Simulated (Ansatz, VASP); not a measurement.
Pt in VASP and in Ansatz

```
Pt
1.0
     0.00000    1.94683    1.94683
     2.16098    0.00000    1.94683
     2.16098    1.94683    0.00000
Pt
1
Cartesian
  0.0000 0.0000 0.0000
```

Change from the starting cell: normal strain along x +0.1100, normal strain along z +0.0000.

Alike in both runs: task single point; functional LDA; k mesh 20 × 20 × 20; occupations gaussian, width 0.15 eV; no spin polarisation.

```csv
,VASP,Ansatz
version,VASP 6.6.1,Ansatz 0.2.0
potentials or method,"VASP PAW LDA potentials, release 64 (Pt), cutoff 520 eV","scalar-relativistic, plane waves, PAW"
valence electrons in the cell,10,18
```

```csv
,VASP,Ansatz,Ansatz less VASP
gap on the k mesh at the Fermi level (eV),none,none,-
pressure (GPa),-22.4,-22.9,-0.47
"traceless stress, the component that is largest in VASP (GPa)",-5.92,-5.88,+0.040
```

LDA's correlation is that of Perdew and Zunger in VASP and of Perdew and Wang (1992) in Ansatz. A gap of «none» marks a metal or a gap that the smearing closes. VASP's potentials hold 10 valence electrons a cell and Ansatz's 18, so a difference there can come from the potentials and not from the codes.

Neither program's run includes spin-orbit coupling.
